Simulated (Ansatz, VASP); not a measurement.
Two plane-wave programs on AlB2P3

The input INCAR:

```
SYSTEM = AlB2P3
PREC = Accurate ; ENCUT = 600
EDIFF = 1E-6 ; ISMEAR = 0
SIGMA = 0.1 ; LREAL = .False.
LASPH = .True. ; NELM = 60
ALGO = Normal ; ISIF = 3
LWAVE = .False. ; LCHARG = .False.
GGA = PE ; IBRION = 2
NSW = 90 ; EDIFFG = -0.04
```

Contents of KPOINTS:

```
Automatic mesh
0
Gamma
  6 6 6
  0 0 0
```

The input POSCAR:

```
AlB2P3
1.0
    2.5812177100      1.4902667400      4.1005754800
   -2.5812177100      1.4902667400      4.1005754800
    0.0000000000     -2.9805334800      4.1005754800
Al B P
1 2 3
Direct
    0.0000000000      0.0000000000      0.0000000000
    0.6265190200      0.6265190200      0.6265190200
    0.3734809800      0.3734809800      0.3734809800
    0.0000000000      0.5000000000      0.0000000000
    0.5000000000      0.0000000000      0.0000000000
    0.0000000000      0.0000000000      0.5000000000
```

Input for Ansatz:

```yaml
crystal:
  lattice:
    - [2.58121771, 1.49026674, 4.10057548]
    - [-2.58121771, 1.49026674, 4.10057548]
    - [0.0, -2.98053348, 4.10057548]
  atoms:
    - { symbol: Al, position: [0.0, 0.0, 0.0] }
    - { symbol: B, position: [0.62651902, 0.62651902, 0.62651902] }
    - { symbol: B, position: [0.37348098, 0.37348098, 0.37348098] }
    - { symbol: P, position: [0.0, 0.5, 0.0] }
    - { symbol: P, position: [0.5, 0.0, 0.0] }
    - { symbol: P, position: [0.0, 0.0, 0.5] }
basis:
  ecutwfc: 420
kpoints:
  mp_grid: { grid: [6, 6, 6] }
hamiltonian:
  xc: pbe
scf:
  occupations: { method: gaussian, width: 0.1 }
  lower_state_search: "off"
output:
  forces: true
  stress: true
  eigenvalues: true
relax:
  adjacent_minimum: "off"
  f_tol: 0.04
  max_steps: 70
  cell: { stress_tol: 0.4 }
```

Change from the starting cell: species swapped into the Dy2Al3Co type (R-3m, No. 166).

Alike in both runs: task relaxation of cell and atoms; functional PBE; k mesh 6 × 6 × 6; occupations gaussian, width 0.1 eV; no spin polarisation.

```csv
,VASP,Ansatz
version,VASP 6.6.1,Ansatz 0.2.0
potentials or method,"VASP PAW PBE potentials, release 64 (Al, B, P), cutoff 600 eV","scalar-relativistic, plane waves, PAW"
valence electrons in the cell,24,24
```

Ansatz gave:

```
gap on the k mesh at the Fermi level, each at its own relaxed structure (eV) : none
relaxed volume (Å³/atom)                                                     : 14.88
relaxed cell length with the largest relative difference (Å)                 : 5.154
```

Q: What did VASP give for the same quantities?

A: gap on the k mesh at the Fermi level, each at its own relaxed structure (eV): none; relaxed volume (Å³/atom): 14.58; relaxed cell length with the largest relative difference (Å): 5.065.

A gap of «none» marks a metal or a gap that the smearing closes.
